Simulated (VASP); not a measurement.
Runs of VASP 6.6.1 on ZnS. Symmetry: F-43m, No. 216, cubic system. The conventional cell has a = 5.356 Å, b = 5.356 Å, c = 5.356 Å, α = 90.00°, β = 90.00°, γ = 90.00°. Zn (site symmetry -43m) has 4 S at 2.32 Å within 3.1 Å. S (site symmetry -43m) has 4 Zn at 2.32 Å within 3.1 Å. 

| level | potentials or basis | cutoff (eV) | gap on the mesh (eV) | pressure (GPa) |
| --- | --- | --- | --- | --- |
| LDA | VASP PAW LDA potentials, release 64 (Zn, S) | 500 | (a) | -2.5 |
| r2SCAN | VASP PAW PBE potentials, release 64 (Zn, S) | 520 | 2.80 | 1.5 |
| PBE | VASP PAW PBE potentials, release 64 (Zn, S) | 500 | 2.23 | 3.9 |
| PBEsol | VASP PAW PBE potentials, release 64 (Zn, S) | 520 | 2.09 | (b) |

Alike in all rows: task single point; no spin polarisation; cell as given; k mesh 8 × 8 × 8; smearing fermi-dirac 0.05 eV.

Q: Fill in the values left out.

A: (a) 2.01; (b) 0.2.

Caveats: the PAW data sets were made with another functional, which shifts forces and pressure a little (at least some runs); the cell stands under pressure (at least some runs).

